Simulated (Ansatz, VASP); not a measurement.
## SiC: VASP beside Ansatz

```
CELL_PARAMETERS angstrom
3.09500 0.06190 0.00000
-1.49389 2.64940 0.00000
0.00000 0.00000 15.17000
ATOMIC_POSITIONS crystal
Si 0.98939 0.00105 0.12505
Si 0.01061 0.99895 0.62505
Si 0.33289 0.66675 0.29183
Si 0.66711 0.33325 0.79183
Si 0.32371 0.66759 0.95831
Si 0.67629 0.33241 0.45831
C 0.98437 0.00135 0.99968
C 0.01563 0.99865 0.49968
C 0.32847 0.66730 0.16683
C 0.67153 0.33270 0.66683
C 0.32800 0.66702 0.83331
C 0.67200 0.33298 0.33331
```

Change from the starting cell: xy shear strain of +4 %, ions relaxed.

Alike in both runs: functional PBE; k mesh 10 × 10 × 2; occupations fermi-dirac, width 0.02 eV; no spin polarisation.

Ansatz relaxed the structure, and its values are those at the end. VASP's run is a single point on that final structure, the one shown.

|  | VASP | Ansatz |
| --- | --- | --- |
| version | VASP 6.6.1 | Ansatz 0.2.0 |
| potentials or method | VASP PAW PBE potentials, release 64 (Si, C) | plane-wave PAW, scalar-relativistic |
| plane-wave cutoff (eV) | 520 | 420 |
| valence electrons in the cell | 48 | 48 |

|  | VASP | Ansatz | Ansatz less VASP |
| --- | --- | --- | --- |
| gap on the k mesh at the Fermi level (eV) | 1.67 | 1.67 | +0.003 |
| pressure (GPa) | 0.3 | 0.3 | +0.05 |

Ansatz's warnings: stress scf threshold loose.
